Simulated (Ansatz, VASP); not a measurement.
**Cd3CuO in VASP and in Ansatz**

```xyz
5
Lattice="2.2352 -2.2352 0.0000 2.2352 2.2352 0.0000 0.0000 0.0000 9.7736" Properties=species:S:1:pos:R:3 pbc="T T T"
Cd    2.2352    0.0000    4.8868
Cd    2.2352    0.0000    1.6270
Cd    2.2352    0.0000    8.1466
Cu    0.0000    0.0000    0.0000
O     0.0000    0.0000    4.8868
```

Alike in both runs: functional PBE; k mesh 4 × 4 × 2; occupations gaussian, width 0.2 eV; collinear spin.

Ansatz relaxed the structure, and its values are those at the end. VASP's run is a single point on that final structure, the one shown.

|  | VASP | Ansatz |
| --- | --- | --- |
| version | VASP 6.6.1 | Ansatz 0.2.0 |
| potentials or method | VASP PAW PBE potentials, release 64 (Cd, Cu, O), cutoff 520 eV | scalar-relativistic, plane waves, PAW |
| valence electrons in the cell | 53 | 85 |

```tsv
	VASP	Ansatz	Ansatz less VASP
gap on the k mesh at the Fermi level (eV)	none	none	-
pressure (GPa)	0.7	-0.1	-0.79
rms of the force components (eV/Å)	0.006	0.008	+0.0021
net moment per atom (μB)	0.00	0.00	0.000
```

A gap of «none» marks a metal or a gap that the smearing closes. VASP's potentials hold 53 valence electrons a cell and Ansatz's 85, so a difference there can come from the potentials and not from the codes. Ansatz's warnings: filled band counts differ across k points, seeded moment not kept.

The k mesh is coarse, so the values compare programs but aren't converged.
